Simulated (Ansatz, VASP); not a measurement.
# HPt6 in VASP and in Ansatz

File INCAR:

```
SYSTEM = HPt6
PREC = Accurate
ENCUT = 520
EDIFF = 1E-7
ISMEAR = 0
SIGMA = 0.1
LREAL = .FALSE.
LASPH = .TRUE.
NELM = 80
ALGO = Normal
ISIF = 2
LWAVE = .FALSE.
LCHARG = .TRUE.
LDIPOL = .TRUE.
IDIPOL = 3
DIPOL = 0.5 0.5 0.287
GGA = PE
LELF = .TRUE.
LVHAR = .TRUE.
LVACPOTAV = .TRUE.
NBANDS = 74
```

The input KPOINTS:

```
Automatic mesh
0
G
  5 5 1
  0 0 0
```

File POSCAR:

```
HPt6
1.0
    5.6143281343      0.0000000000      0.0000000000
    0.0000000000      5.6143281343      0.0000000000
    0.0000000000      0.0000000000     21.8513792319
Pt H
12 2
Direct
    0.2500000000      0.2500000000      0.1830548066
    0.2500000000      0.7500000000      0.1830548066
    0.7500000000      0.2500000000      0.1830548066
    0.7500000000      0.7500000000      0.1830548066
    0.0000000000      0.0000000000      0.2712126041
    0.0000000000      0.5000000000      0.2712126041
    0.5000000000      0.0000000000      0.2712126041
    0.5000000000      0.5000000000      0.2712126041
    0.2500000000      0.2500000000      0.3593081768
    0.2500000000      0.7500000000      0.3593081768
    0.7500000000      0.2500000000      0.3593081768
    0.7500000000      0.7500000000      0.3593081768
   -0.0818441653      0.0000000000      0.3799018425
    0.0818441653      0.0000000000      0.3799018425
```

Input for Ansatz:

```yaml
crystal:
  lattice:
    - [5.6143281343, 0.0, 0.0]
    - [0.0, 5.6143281343, 0.0]
    - [0.0, 0.0, 21.8513792319]
  atoms:
    - { symbol: Pt, position: [0.25, 0.25, 0.1830548066] }
    - { symbol: Pt, position: [0.25, 0.75, 0.1830548066] }
    - { symbol: Pt, position: [0.75, 0.25, 0.1830548066] }
    - { symbol: Pt, position: [0.75, 0.75, 0.1830548066] }
    - { symbol: Pt, position: [0.0, 0.0, 0.2712126041] }
    - { symbol: Pt, position: [0.0, 0.5, 0.2712126041] }
    - { symbol: Pt, position: [0.5, 0.0, 0.2712126041] }
    - { symbol: Pt, position: [0.5, 0.5, 0.2712126041] }
    - { symbol: Pt, position: [0.25, 0.25, 0.3593081768] }
    - { symbol: Pt, position: [0.25, 0.75, 0.3593081768] }
    - { symbol: Pt, position: [0.75, 0.25, 0.3593081768] }
    - { symbol: Pt, position: [0.75, 0.75, 0.3593081768] }
    - { symbol: H, position: [-0.0818441653, 0.0, 0.3799018425] }
    - { symbol: H, position: [0.0818441653, 0.0, 0.3799018425] }
basis:
  ecutwfc: 420
kpoints:
  mp_grid: { grid: [5, 5, 1] }
hamiltonian:
  xc: pbe
  pseudopotentials: { kind: paw, azcp: { folder: soft_1 } }
scf:
  occupations: { method: gaussian, width: 0.1 }
output:
  forces: true
  eigenvalues: true
efield:
  axis: 3
  dipole_correction: true
  ramp_width: 0.04
```

Alike in both runs: task single point; functional PBE; k mesh 5 × 5 × 1; occupations gaussian, width 0.1 eV; no spin polarisation.

|  | VASP | Ansatz |
| --- | --- | --- |
| version | VASP 6.6.1 | Ansatz 0.2.0 |
| potentials or method | VASP PAW PBE potentials, release 64 (Pt, H), cutoff 520 eV | scalar-relativistic, plane waves, PAW |
| valence electrons in the cell | 122 | 218 |

```csv
,VASP,Ansatz,Ansatz less VASP
gap on the k mesh at the Fermi level (eV),none,none,-
rms of the force components (eV/Å),0.736,0.736,+0.0007
"work function, face that differs most (eV)",5.53,5.53,-0.003
```

Atom by atom the forces differ by 0.014 eV/Å (rms over components). A gap of «none» marks a metal or a gap that the smearing closes. With one functional, cell and mesh, what is left measures potentials, basis and numerics. VASP's potentials hold 122 valence electrons a cell and Ansatz's 218, so a difference there can come from the potentials and not from the codes.

Neither program's run includes spin-orbit coupling.
